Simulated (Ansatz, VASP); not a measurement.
# TaN in VASP and in Ansatz

```
Ta N
1.0
     0.00000    2.28795    2.12453
     2.28795    0.00000    2.12453
     2.28795    2.28795    0.00000
Ta N
1 1
Direct
  0.50000 0.50000 0.50000
  0.00000 0.00000 0.00000
```

Change from the starting cell: strain +0.050 along x and y, -0.025 along z, atoms carried along.

Alike in both runs: task single point; functional r2SCAN; k mesh 18 × 18 × 18; occupations gaussian, width 0.15 eV; no spin polarisation.

```csv
,VASP,Ansatz
version,VASP 6.6.1,Ansatz 0.2.0
potentials or method,"VASP PAW PBE potentials, release 64 (Ta_sv_GW, N), cutoff 770 eV","scalar-relativistic, plane waves, PAW"
valence electrons in the cell,18,18
```

Ansatz gave:

```
gap on the k mesh at the Fermi level (eV)                     : none
pressure (GPa)                                                : -10.3
traceless stress, the component that is largest in VASP (GPa) : 25.87
```

Problem. Which values does VASP return?

Solution. gap on the k mesh at the Fermi level (eV): none; pressure (GPa): -10.3; traceless stress, the component that is largest in VASP (GPa): 25.98.

VASP's potentials were made for PBE, not for r2SCAN. A gap of «none» marks a metal or a gap that the smearing closes. The functional is the same, so the differences come from potentials, cutoffs and numerics.

Spin-orbit coupling is off throughout.
